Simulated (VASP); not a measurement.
# Sb (I4/mmm) in VASP: further runs

The runs below take Sb through single point, with r2SCAN.

Program: VASP 6.6.1. These are calculated values, not measurements. Logs are shortened: lines on timing, memory, paths and dates and some standing lists are left out, and cuts for length are marked.

**1. The cell of the first run**

Symmetry: I4/mmm, No. 139, tetragonal system. The conventional cell has a = 3.010 Å, b = 3.010 Å, c = 4.960 Å, α = 90.00°, β = 90.00°, γ = 90.00°. Sb (site symmetry 4/mmm) has 12 Sb at 3.01 to 3.27 Å within 4.0 Å.

**2. Single point, r2SCAN**

POSCAR

```
Sb
1.0
   -1.5050000000      1.5050000000      2.4800000000
    1.5050000000     -1.5050000000      2.4800000000
    1.5050000000      1.5050000000     -2.4800000000
Sb
1
Direct
    0.0000000000      0.0000000000      0.0000000000
```

INCAR.step1

```
SYSTEM = Sb
ALGO     = Normal         ! electronic algorithm
EDIFF    = 1E-5           ! SCF threshold, eV
ENCUT    = 550            ! plane-wave cutoff, eV
GGA      = PE             ! functional
GGA_COMPAT= .FALSE.      
ISMEAR   = 1              ! smearing method
LASPH    = .TRUE.         ! aspherical terms in the spheres
LCHARG   = .FALSE.        ! write CHGCAR
LREAL    = .FALSE.        ! projectors in reciprocal space
LWAVE    = .TRUE.         ! write WAVECAR
NBANDS   = 8              ! bands
NELM     = 120            ! most SCF steps
PREC     = Accurate       ! precision mode
SIGMA    = 0.3            ! smearing width, eV
```

INCAR.step2

```
SYSTEM = Sb
ALGO     = Normal         ! electronic algorithm
EDIFF    = 1E-6           ! SCF threshold, eV
ENCUT    = 550            ! plane-wave cutoff, eV
GGA_COMPAT= .FALSE.      
ISIF     = 2              ! what is computed and relaxed
ISMEAR   = 1              ! smearing method
ISTART   = 1            
LASPH    = .TRUE.         ! aspherical terms in the spheres
LCHARG   = .FALSE.        ! write CHGCAR
LMIXTAU  = .TRUE.       
LREAL    = .FALSE.        ! projectors in reciprocal space
LWAVE    = .FALSE.        ! write WAVECAR
METAGGA  = R2SCAN         ! meta-GGA
NBANDS   = 8              ! bands
NELM     = 120            ! most SCF steps
PREC     = Accurate       ! precision mode
SIGMA    = 0.3            ! smearing width, eV
```

KPOINTS

```
k-points
0
G
  6 6 6
  0 0 0
```

Potentials or basis: VASP PAW PBE potentials, release 64 (Sb).

Run with:

```bash
$ cat potpaw_PBE.64/Sb/POTCAR > POTCAR
$ cp INCAR.step1 INCAR
$ mpirun -np 1 vasp_std > vasp.out
$ cp INCAR.step2 INCAR
$ mpirun -np 1 vasp_std > vasp.out
```

OUTCAR:

```text
SYSTEM = Sb
   EDIFF = 1E-6
   ENCUT = 550
   ISIF = 2
   ISMEAR = 1
   ISTART = 1
   LASPH = .TRUE.
   LREAL = .FALSE.
   METAGGA = R2SCAN
   NELM = 120
   PREC = Accurate

 ion  position               nearest neighbor table
   1  0.000  0.000  0.000-

  LATTYP: Found a body centered tetragonal cell.
 ALAT       =     3.0100000000
 C/A-ratio  =     1.6478405316

  Lattice vectors:

 A1 = (  -1.5050000000,   1.5050000000,   2.4800000000)
 A2 = (   1.5050000000,  -1.5050000000,   2.4800000000)
 A3 = (   1.5050000000,   1.5050000000,  -2.4800000000)

Analysis of symmetry for initial positions (statically):
=====================================================================
 Subroutine PRICEL returns:
 Original cell was already a primitive cell.

 Routine SETGRP: Setting up the symmetry group for a
 body centered tetragonal supercell.

 Subroutine GETGRP returns: Found 16 space group operations
 (whereof 16 operations were pure point group operations)
 out of a pool of 16 trial point group operations.

The static configuration has the point symmetry D_4h.

Analysis of symmetry for dynamics (positions and initial velocities):
=====================================================================
 Subroutine PRICEL returns:
 Original cell was already a primitive cell.

 Routine SETGRP: Setting up the symmetry group for a
 body centered tetragonal supercell.

 Subroutine GETGRP returns: Found 16 space group operations
 (whereof 16 operations were pure point group operations)
 out of a pool of 16 trial point group operations.

The dynamic configuration has the point symmetry D_4h.

 Subroutine INISYM returns: Found 16 space group operations
 (whereof 16 operations are pure point group operations),
 and found     1 'primitive' translations

----------------------------------------------------------------------------------------

                                     Primitive cell

  volume of cell :      22.4690

  direct lattice vectors                    reciprocal lattice vectors
    -1.505000000  1.505000000  2.480000000     0.000000000  0.332225914  0.201612903
     1.505000000 -1.505000000  2.480000000     0.332225914  0.000000000  0.201612903
     1.505000000  1.505000000 -2.480000000     0.332225914  0.332225914  0.000000000

  length of vectors
     3.268095776  3.268095776  3.268095776     0.388615260  0.388615260  0.469838393

  position of ions in fractional coordinates (direct lattice)
     0.000000000  0.000000000  0.000000000

  ion indices of the primitive-cell ions
   primitive index   ion index
                 1           1

----------------------------------------------------------------------------------------

 KPOINTS: k-points

Automatic generation of k-mesh.
 Grid dimensions read from file:
 generate k-points for:    6    6    6

 Generating k-lattice:

  Cartesian coordinates                     Fractional coordinates (reciprocal lattice)
     0.000000000  0.055370986  0.033602151     0.166666667  0.000000000  0.000000000
     0.055370986  0.000000000  0.033602151     0.000000000  0.166666667  0.000000000
     0.055370986  0.055370986  0.000000000     0.000000000  0.000000000  0.166666667

  Length of vectors
     0.064769210  0.064769210  0.078306399

  Shift w.r.t. Gamma in fractional coordinates (k-lattice)
     0.000000000  0.000000000  0.000000000

 Subroutine IBZKPT returns following result:
 ===========================================

 Found     30 irreducible k-points:

 Following reciprocal coordinates:
            Coordinates               Weight
  0.000000  0.000000  0.000000      1.000000
  0.166667  0.000000 -0.000000      8.000000
  0.333333 -0.000000  0.000000      8.000000
  0.500000  0.000000  0.000000      4.000000
  0.166667  0.166667 -0.000000      8.000000
  0.333333  0.166667  0.000000     16.000000
[... 16 lines left out ...]
 -0.333333 -0.333333  0.166667      8.000000
 -0.166667 -0.333333  0.166667      8.000000
 [... further k-points ...]
   k-points           NKPTS =     30   k-points in BZ     NKDIM =     30   number of bands    NBANDS=      8
   number of dos      NEDOS =    301   number of ions     NIONS =      1
   total plane-waves  NPLWV =  21952
   dimension x,y,z NGX =    28 NGY =   28 NGZ =   28
   dimension x,y,z NGXF=    56 NGYF=   56 NGZF=   56
   ions per type =               1
   NGX,Y,Z   is equivalent  to a cutoff of  14.24, 14.24, 14.24 a.u.
   NGXF,Y,Z  is equivalent  to a cutoff of  28.49, 28.49, 28.49 a.u.
 SYSTEM =  Sb
   PREC   = accura    normal or accurate (medium, high low for compatibility)
   ISTART =      1    job   : 0-new  1-cont  2-samecut
   ICHARG =      0    charge: 1-file 2-atom 10-const
   ISPIN  =      1    spin polarized calculation?
   LNONCOLLINEAR =      F non collinear calculations
   LSORBIT =      F    spin-orbit coupling
   LASPH  =      T    aspherical Exc in radial PAW
   ENCUT  =  550.0 eV  40.42 Ry    6.36 a.u.   6.25  6.25  6.25*2*pi/ulx,y,z
   NELM   =    120;   NELMIN=  2; NELMDL=  0     # of ELM steps
   EDIFF  = 0.1E-05   stopping-criterion for ELM
   LREAL  =      F    real-space projection
   EDIFFG = 0.1E-04   stopping-criterion for IOM
   NSW    =      0    number of steps for IOM
   IBRION =     -1    ionic relax: 0-MD 1-quasi-New 2-CG
   NFREE  =      0    steps in history (QN), initial steepest desc. (CG)
   ISIF   =      2    stress and relaxation
   ISYM   =      2    0-nonsym 1-usesym 2-fastsym
   POTIM  = 0.5000    time-step for ionic-motion
   TEBEG  =    0.0;   TEEND  =   0.0 temperature during run
   PSTRESS=    0.0 pullay stress
   NELECT =       5.0000    total number of electrons
   NUPDOWN=      -1.0000    fix difference up-down
   EMIN   =  10.00;   EMAX   =-10.00  energy-range for DOS
   EFERMI =   0.00;   METHOD = LEGACY
   ISMEAR =     1;   SIGMA  =   0.30  broadening in eV -4-tet -1-fermi 0-gaus
   EFERMI_NEDOS =   21; number of points for ismear=-14 and -15
   IALGO  =     38    algorithm
   IMIX   =      4    mixing-type and parameters
     AMIX     =   0.40;   BMIX     =  1.00
     AMIX_MAG =   1.60;   BMIX_MAG =  1.00
  volume/ion in A,a.u.               =      22.47       151.63
  Fermi-wavevector in a.u.,A,eV,Ry     =   0.992057  1.874716 13.390541  0.984177
  Thomas-Fermi vector in A             =   2.123842
   LORBIT       =      0    0 simple, 1 ext, 2 COOP (PROOUT), +10 PAW based schemes
   METAGGA = R2SCAN    functional components
   LHFCALC =     F    Hartree Fock is set to
   AEXX    =    0.0000 exact exchange contribution
   IVDW    =     0    specifies the selected vdW correction
   LEPSILON=     F    determine dielectric tensor
   LRPA    =     F    only Hartree local field effects (RPA)
 non-spin polarized calculation
 Methfessel and Paxton  Order N= 1 SIGMA  =   0.30
  energy-cutoff  :      550.00
  volume of cell :       22.47
 maximum number of plane-waves:       677
 NGX is ok and might be reduce to    28
   NGX = 13   NGY = 13   NGZ = 13

 number of electron       5.0000000 magnetization

 Free energy of the ion-electron system (eV)
  ---------------------------------------------------
  ext. energy  EPLUGINS =         0.00000000
  ---------------------------------------------------
  free energy    TOTEN  =       -25.08839524 eV

  energy without entropy =      -25.08927239  energy(sigma->0) =      -25.08868762

 E-fermi :  11.3933     XC(G=0): -11.6929

 val. band max:       11.2986471732   @ k =  -0.3333   0.3333   0.0000
 cond. band min:      11.5455649181   @ k =   0.5000   0.3333   0.0000
 fundamental gap:      0.2469177450
 Fermi energy:        11.3932775520

 k-point     1 :       0.0000    0.0000    0.0000
  band No.  band energies     occupation
      1      -4.1727      2.00000
      2      17.9494      0.00000
      3      18.2499      0.00000
      4      18.2499      0.00000
      5      21.5806      0.00000
      6      22.2107      0.00000
      7      22.7366      0.00000
      8      22.7366      0.00000

 k-point     2 :       0.1667    0.0000   -0.0000
  band No.  band energies     occupation
      1      -3.4801      2.00000
      2      13.4622     -0.00000
      3      16.5015     -0.00000
      4      17.9309      0.00000
      5      20.3716      0.00000
      6      21.6191      0.00000
      7      23.9105      0.00000
      8      24.2134      0.00000

 k-point     3 :       0.3333   -0.0000    0.0000
  band No.  band energies     occupation
      1      -1.4264      2.00000
      2       7.4874      2.00000
      3      14.6427     -0.00000
      4      17.6648      0.00000
      5      19.0763      0.00000
      6      21.4622      0.00000
      7      23.5464      0.00000
      8      24.3495      0.00000

 k-point     4 :       0.5000    0.0000    0.0000
  band No.  band energies     occupation
      1       1.0662      2.00000
      2       3.6095      2.00000
      3      13.9334     -0.00000
      4      17.6679      0.00000
      5      18.6041      0.00000
      6      22.1724      0.00000
      7      22.5471      0.00000
      8      22.6166      0.00000

 k-point     5 :       0.1667    0.1667   -0.0000
  band No.  band energies     occupation
      1      -2.4209      2.00000
      2      12.0813     -0.00554
      3      12.5057     -0.00000
      4      15.8138     -0.00000
      5      21.2290      0.00000
      6      21.6765      0.00000
      7      23.3817      0.00000
      8      24.0011      0.00000
[... 177 lines left out ...]
 k-point    22 :      -0.1667    0.5000    0.1667
  band No.  band energies     occupation
      1       0.6189      2.00000
      2       5.3722      2.00000
      3      10.4048      2.00003
      4      15.9050     -0.00000
      5      19.3764      0.00000
      6      23.3653      0.00000
      7      25.0083      0.00000
      8      26.1543      0.00000

 k-point    23 :      -0.3333   -0.3333    0.1667
  band No.  band energies     occupation
      1      -0.2575      2.00000
      2       8.4277      2.00000
      3      10.3645      2.00001
      4      11.5718      0.16452
      5      22.3073      0.00000
      6      22.4326      0.00000
      7      24.9987      0.00000
      8      26.8213      0.00000

 k-point    24 :      -0.1667   -0.3333    0.1667
  band No.  band energies     occupation
      1      -2.0066      2.00000
      2      10.1955      2.00000
      3      12.3361     -0.00008
      4      15.4229     -0.00000
      5      19.0166      0.00000
      6      22.4984      0.00000
      7      24.6603      0.00000
      8      26.9480      0.00000

 [... further k-points ...]

------------------------ aborting loop because EDIFF is reached ----------------------------------------

  FORCE on cell =-STRESS in cart. coord.  units (eV):
  Direction    XX          YY          ZZ          XY          YZ          ZX
  --------------------------------------------------------------------------------------
  -------------------------------------------------------------------------------------
  Total        2.7216953      2.7216953      2.6907102      0.0000000     -0.0000000      0.0000000
  in kB      194.0731280    194.0731280    191.8637124      0.0000000     -0.0000000      0.0000000
  external PRESSURE =     193.3366562 kB  Pullay stress =       0.0000000 kB

 VOLUME and BASIS-vectors are now :
 -----------------------------------------------------------------------------
  energy-cutoff  :      550.00
  volume of cell :       22.47
      direct lattice vectors                 reciprocal lattice vectors
    -1.505000000  1.505000000  2.480000000     0.000000000  0.332225914  0.201612903
     1.505000000 -1.505000000  2.480000000     0.332225914  0.000000000  0.201612903
     1.505000000  1.505000000 -2.480000000     0.332225914  0.332225914  0.000000000

 POSITION                                       TOTAL-FORCE (eV/Angst)
 -----------------------------------------------------------------------------------
      0.00000      0.00000      0.00000        -0.000000     -0.000000     -0.000000
 -----------------------------------------------------------------------------------
    total drift:                                0.000000      0.000000     -0.000000

  FREE ENERGIE OF THE ION-ELECTRON SYSTEM (eV)
  ---------------------------------------------------
  free  energy   TOTEN  =       -25.0883952388 eV

  energy  without entropy=      -25.0892723946  energy(sigma->0) =      -25.08868762
```

Run time: 17 s. Hardware: 1 thread of Intel Xeon Platinum 8559C (Emerald Rapids), shared host; peak memory 0.16 GiB.

Results:

* Free energy: -25.0884 eV
* Pressure: 19.3 GPa

Caveat: the k points lie up to 0.49 Å⁻¹ apart; the PAW data sets were made with another functional, which shifts forces and pressure a little; spin-orbit coupling is left out, which moves the levels of the heavy elements.

**3. Single point, r2SCAN**

POSCAR is that of step 2.

INCAR.step1

```
PREC = Accurate
ENCUT = 550
ISMEAR = 1
SIGMA = 0.3
LREAL = F
LASPH = T
NELM = 120
NBANDS = 8
GGA = PE
ALGO = Normal
EDIFF = 1E-5
LWAVE = T
LCHARG = F
GGA_COMPAT = F
```

INCAR.step2

```
PREC = Accurate
ENCUT = 550
EDIFF = 1E-6
ISMEAR = 1
SIGMA = 0.3
LREAL = F
LASPH = T
NELM = 120
ALGO = Normal
ISIF = 2
LWAVE = F
LCHARG = F
METAGGA = R2SCAN
LMIXTAU = T
NBANDS = 8
ISTART = 1
GGA_COMPAT = F
```

KPOINTS

```
regular mesh
0
Gamma
  7 7 7
```

Potentials or basis: VASP PAW PBE potentials, release 64 (Sb).

Run with:

```bash
$ cat potpaw_PBE.64/Sb/POTCAR > POTCAR
$ cp INCAR.step1 INCAR
$ mpirun -np 1 vasp_std > vasp.out
$ cp INCAR.step2 INCAR
$ mpirun -np 1 vasp_std > vasp.out
```

It took 22 s on 1 thread of Intel Xeon Platinum 8559C (Emerald Rapids), shared host; peak memory 0.16 GiB.

The run converged. Its results:

```
Free energy : -24.9938 eV
Pressure    : 18.6 GPa
```

Stress tensor (GPa, compression positive):
```
20.34  0.00  0.00
 0.00 20.34  0.00
 0.00  0.00 15.19
```

Levels at points of the mesh, in eV from the Fermi level:
```csv
k point,band 1,band 2,band 3,band 4,band 5,band 6,band 7
"(0.00, 0.00, 0.00)",-15.19,6.95,7.23,7.23,10.55,11.22,11.73
```

Caveat: the k points lie up to 0.42 Å⁻¹ apart; the PAW data sets were made with another functional, which shifts forces and pressure a little; spin-orbit coupling is left out, which moves the levels of the heavy elements.
